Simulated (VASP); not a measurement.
Write the native input for VASP 6.6.1 that does the following.

```yaml
Task: single point
Functional: r2SCAN
Potentials_or_basis: VASP PAW PBE potentials, release 64 (K_sv, Mg, F)
Cutoff: 520 eV
k_mesh: 6 × 6 × 6
Occupations: gaussian, width 0.01 eV
Spin: no spin polarisation
Dipole_correction: no
Further_INCAR_settings: ALGO = Normal; EDIFF = 1e-06; NBANDS = 24
```

The system is KMgF3.

```
K Mg F
1.0
     3.98024    0.00000    0.00000
     0.00000    3.98024    0.00000
     0.00000    0.00000    3.96034
K Mg F
1 1 3
Direct
  0.00000 0.00000 0.00000
  0.50000 0.50000 0.50000
  0.50000 0.50000 0.00000
  0.50000 0.00000 0.50000
  0.00000 0.50000 0.50000
```

This cell differs from its parent crystal: uniaxial z strain -0.5%.

One way to write it, as run:

POSCAR

```
KMgF3
1.0
    3.9802385405      0.0000000000      0.0000000000
    0.0000000000      3.9802385405      0.0000000000
    0.0000000000      0.0000000000      3.9603373478
K Mg F
1 1 3
Direct
    0.0000000000      0.0000000000      0.0000000000
    0.5000000000      0.5000000000      0.5000000000
    0.5000000000      0.5000000000      0.0000000000
    0.5000000000      0.0000000000      0.5000000000
    0.0000000000      0.5000000000      0.5000000000
```

INCAR.step1

```
ALGO = Normal
EDIFF = 1E-4
ENCUT = 520
GGA = PE
ISMEAR = 0
LASPH = True
LCHARG = False
LREAL = False
LWAVE = True
NBANDS = 24
NELM = 100
PREC = Accurate
SIGMA = 0.01
```

INCAR.step2

```
ALGO = Normal
EDIFF = 1E-6
ENCUT = 520
ISIF = 2
ISMEAR = 0
ISTART = 1
LASPH = True
LCHARG = False
LMIXTAU = True
LREAL = False
LWAVE = False
METAGGA = R2SCAN
NBANDS = 24
NELM = 100
PREC = Accurate
SIGMA = 0.01
```

KPOINTS

```
k-points
0
Gamma
  6 6 6
```

Potentials or basis: VASP PAW PBE potentials, release 64 (K_sv, Mg, F).

The run is started by

```console
$ cat potpaw_PBE.64/K_sv/POTCAR potpaw_PBE.64/Mg/POTCAR potpaw_PBE.64/F/POTCAR > POTCAR
$ cp INCAR.step1 INCAR
$ mpirun -np 1 vasp_std > vasp.out
$ cp INCAR.step2 INCAR
$ mpirun -np 1 vasp_std > vasp.out
```

It gave:

```yaml
Pressure: -0.2 GPa
Band_gap_on_the_k_mesh: 8.32 eV, indirect (least direct gap 8.64 eV)
```

Caveat: the cell differs from its parent crystal (uniaxial z strain -0.5%); the PAW data sets were made with another functional, which shifts forces and pressure a little.

It took 89 s on 1 thread of Intel(R) Xeon(R) 6975P-C (Granite Rapids) (shared host), peak memory 0.21 GiB.
